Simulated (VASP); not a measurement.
# ZnSn4 (Im-3m) in VASP: single point with PBE

Aim: the single point of ZnSn4 with PBE.

Program: VASP 6.6.1. These are calculated values, not measurements. Logs are shortened: lines on timing, memory, paths and dates and some standing lists are left out, and cuts for length are marked.

## Step 1: The cell of the first run

The structure is cubic, space group Im-3m (No. 229). Conventional cell: a = 6.285 Å, b = 6.285 Å, c = 6.285 Å, α = 90.00°, β = 90.00°, γ = 90.00°. Zn (site symmetry m-3m) has 8 Sn at 2.72 Å within 3.6 Å. Within 3.6 Å of Sn (site symmetry -3m) lie 2 Zn at 2.72 Å and 6 Sn at 3.14 Å.

The cell was generated, and may not be a known phase.

## Step 2: Single point, PBE

INCAR

```
PREC = Accurate ; ENCUT = 520
EDIFF = 1E-6 ; ISMEAR = 0
SIGMA = 0.1 ; LREAL = False
LASPH = True ; NELM = 60
ALGO = Fast ; ISIF = 2
LWAVE = False ; LCHARG = False
GGA = PE ; NBANDS = 42
```

KPOINTS

```
Automatic mesh
0
Gamma
  4 4 4
```

POSCAR

```
ZnSn4
1.0
   -3.1425308400      3.1425308400      3.1425308400
    3.1425308400     -3.1425308400      3.1425308400
    3.1425308400      3.1425308400     -3.1425308400
Zn Sn
1 4
Direct
    0.0000000000      0.0000000000      0.0000000000
    0.0000000000      0.0000000000      0.5000000000
    0.0000000000      0.5000000000      0.0000000000
    0.5000000000      0.0000000000      0.0000000000
    0.5000000000      0.5000000000      0.5000000000
```

Potentials or basis: VASP PAW PBE potentials, release 64 (Zn, Sn_d).

Started as:

```
$ cat potpaw_PBE.64/Zn/POTCAR potpaw_PBE.64/Sn_d/POTCAR > POTCAR
$ mpirun -np 1 vasp_std > vasp.out
```

OUTCAR:

```text
PREC = Accurate
   ENCUT = 520
   EDIFF = 1E-6
   ISMEAR = 0
   LREAL = False
   LASPH = True
   NELM = 60
   ISIF = 2
   GGA = PE

 ion  position               nearest neighbor table
   1  0.000  0.000  0.000-   2 2.72   3 2.72   4 2.72   5 2.72   2 2.72   3 2.72   4 2.72   5 2.72

   2  0.000  0.000  0.500-   1 2.72   1 2.72   4 3.14   5 3.14   3 3.14   3 3.14   4 3.14   5 3.14

   3  0.000  0.500  0.000-   1 2.72   1 2.72   4 3.14   5 3.14   2 3.14   2 3.14   5 3.14   4 3.14

   4  0.500  0.000  0.000-   1 2.72   1 2.72   3 3.14   5 3.14   5 3.14   2 3.14   2 3.14   3 3.14

   5  0.500  0.500  0.500-   1 2.72   1 2.72   3 3.14   4 3.14   4 3.14   3 3.14   2 3.14   2 3.14

  LATTYP: Found a body centered cubic cell.
 ALAT       =     6.2850616800

  Lattice vectors:

 A1 = (  -3.1425308400,   3.1425308400,   3.1425308400)
 A2 = (   3.1425308400,  -3.1425308400,   3.1425308400)
 A3 = (   3.1425308400,   3.1425308400,  -3.1425308400)

Analysis of symmetry for initial positions (statically):
=====================================================================
 Subroutine PRICEL returns:
 Original cell was already a primitive cell.

 Routine SETGRP: Setting up the symmetry group for a
 body centered cubic supercell.

 Subroutine GETGRP returns: Found 48 space group operations
 (whereof 48 operations were pure point group operations)
 out of a pool of 48 trial point group operations.

The static configuration has the point symmetry O_h .

Analysis of symmetry for dynamics (positions and initial velocities):
=====================================================================
 Subroutine PRICEL returns:
 Original cell was already a primitive cell.

 Routine SETGRP: Setting up the symmetry group for a
 body centered cubic supercell.

 Subroutine GETGRP returns: Found 48 space group operations
 (whereof 48 operations were pure point group operations)
 out of a pool of 48 trial point group operations.

The dynamic configuration has the point symmetry O_h .

 Subroutine INISYM returns: Found 48 space group operations
 (whereof 48 operations are pure point group operations),
 and found     1 'primitive' translations

----------------------------------------------------------------------------------------

                                     Primitive cell

  volume of cell :     124.1363

  direct lattice vectors                    reciprocal lattice vectors
    -3.142530840  3.142530840  3.142530840     0.000000000  0.159107428  0.159107428
[... 77 lines left out ...]
   EDIFFG = 0.1E-04   stopping-criterion for IOM
   NSW    =      0    number of steps for IOM
   IBRION =     -1    ionic relax: 0-MD 1-quasi-New 2-CG
   NFREE  =      0    steps in history (QN), initial steepest desc. (CG)
   ISIF   =      2    stress and relaxation
   ISYM   =      2    0-nonsym 1-usesym 2-fastsym
   POTIM  = 0.5000    time-step for ionic-motion
   TEBEG  =    0.0;   TEEND  =   0.0 temperature during run
   PSTRESS=    0.0 pullay stress
   NELECT =      68.0000    total number of electrons
   NUPDOWN=      -1.0000    fix difference up-down
   EMIN   =  10.00;   EMAX   =-10.00  energy-range for DOS
   EFERMI =   0.00;   METHOD = LEGACY
   ISMEAR =     0;   SIGMA  =   0.10  broadening in eV -4-tet -1-fermi 0-gaus
   EFERMI_NEDOS =   21; number of points for ismear=-14 and -15
   IALGO  =     68    algorithm
   IMIX   =      4    mixing-type and parameters
     AMIX     =   0.40;   BMIX     =  1.00
     AMIX_MAG =   1.60;   BMIX_MAG =  1.00
  volume/ion in A,a.u.               =      24.83       167.54
  Fermi-wavevector in a.u.,A,eV,Ry     =   1.339507  2.531301 24.412641  1.794278
  Thomas-Fermi vector in A             =   2.467893
   LORBIT       =      0    0 simple, 1 ext, 2 COOP (PROOUT), +10 PAW based schemes
   GGA     = PE    functional components
   LHFCALC =     F    Hartree Fock is set to
   AEXX    =    0.0000 exact exchange contribution
   IVDW    =     0    specifies the selected vdW correction
   LEPSILON=     F    determine dielectric tensor
   LRPA    =     F    only Hartree local field effects (RPA)
 non-spin polarized calculation
 RMM-DIIS sequential band-by-band and
 Gauss-broadening in eV      SIGMA  =   0.10
  energy-cutoff  :      520.00
  volume of cell :      124.14
 maximum number of plane-waves:      3367
   NGX = 21   NGY = 21   NGZ = 21

 number of electron      67.9999985 magnetization

 Free energy of the ion-electron system (eV)
  ---------------------------------------------------
  ext. energy  EPLUGINS =         0.00000000
  ---------------------------------------------------
  free energy    TOTEN  =       -15.54208172 eV

  energy without entropy =      -15.53875157  energy(sigma->0) =      -15.54041664

 E-fermi :   7.3912     XC(G=0): -10.3524

 val. band max:        7.3225870585   @ k =   0.5000   0.0000   0.0000
 cond. band min:       7.7494216041   @ k =   0.5000   0.5000   0.2500
 fundamental gap:      0.4268345456
 Fermi energy:         7.3911521888

 k-point     1 :       0.0000    0.0000    0.0000
  band No.  band energies     occupation
      1     -14.3279      2.00000
      2     -14.3279      2.00000
      3     -14.2736      2.00000
      4     -14.2009      2.00000
      5     -14.2009      2.00000
      6     -14.1904      2.00000
[... 349 lines left out ...]
     41      14.0799      0.00000
     42      14.2779      0.00000

------------------------ aborting loop because EDIFF is reached ----------------------------------------

  FORCE on cell =-STRESS in cart. coord.  units (eV):
  Direction    XX          YY          ZZ          XY          YZ          ZX
  --------------------------------------------------------------------------------------
  -------------------------------------------------------------------------------------
  Total        5.6150126      5.6150126      5.6150126      0.0000000     -0.0000000      0.0000000
  in kB       72.4707379     72.4707379     72.4707379      0.0000000     -0.0000000      0.0000000
  external PRESSURE =      72.4707379 kB  Pullay stress =       0.0000000 kB

 VOLUME and BASIS-vectors are now :
 -----------------------------------------------------------------------------
  energy-cutoff  :      520.00
  volume of cell :      124.14
      direct lattice vectors                 reciprocal lattice vectors
    -3.142530840  3.142530840  3.142530840     0.000000000  0.159107428  0.159107428
     3.142530840 -3.142530840  3.142530840     0.159107428  0.000000000  0.159107428
     3.142530840  3.142530840 -3.142530840     0.159107428  0.159107428  0.000000000

 POSITION                                       TOTAL-FORCE (eV/Angst)
 -----------------------------------------------------------------------------------
      0.00000      0.00000      0.00000        -0.000000      0.000000     -0.000000
      1.57127      1.57127     -1.57127         0.000000      0.000000      0.000000
      1.57127     -1.57127      1.57127         0.000000     -0.000000     -0.000000
     -1.57127      1.57127      1.57127        -0.000000     -0.000000      0.000000
      1.57127      1.57127      1.57127         0.000000      0.000000     -0.000000
 -----------------------------------------------------------------------------------
    total drift:                                0.000000     -0.000000      0.000000

  FREE ENERGIE OF THE ION-ELECTRON SYSTEM (eV)
  ---------------------------------------------------
  free  energy   TOTEN  =       -15.5420817193 eV

  energy  without entropy=      -15.5387515665  energy(sigma->0) =      -15.54041664
```

Wall time 57 s (1 thread of Intel Xeon Platinum 8375C at 2.90GHz (Ice Lake), shared host); peak memory 0.24 GiB.

What came out:

| Property | Result |
| --- | --- |
| Free energy | -15.5421 eV |
| Pressure | 7.2 GPa |
| Band gap on the k mesh | zero (bands 34 and 35 overlap by 3.03 eV) |

Levels at points of the mesh, in eV from the Fermi level:
```tsv
k point	band 32	band 33	band 34	band 35	band 36	band 37
(0.00, 0.00, 0.00)	-3.83	-2.29	-2.29	-2.29	-1.40	2.57
(0.50, 0.00, 0.00)	-1.02	-0.55	-0.07	0.39	1.89	1.93
(0.50, 0.50, 0.50)	-1.80	-0.22	-0.22	-0.22	3.62	3.62
```

Caveat: the cell stands under pressure; spin-orbit coupling is left out, which moves the levels of the heavy elements.

The gap in the log of VASP goes by the Fermi energy; the results here count the filled bands.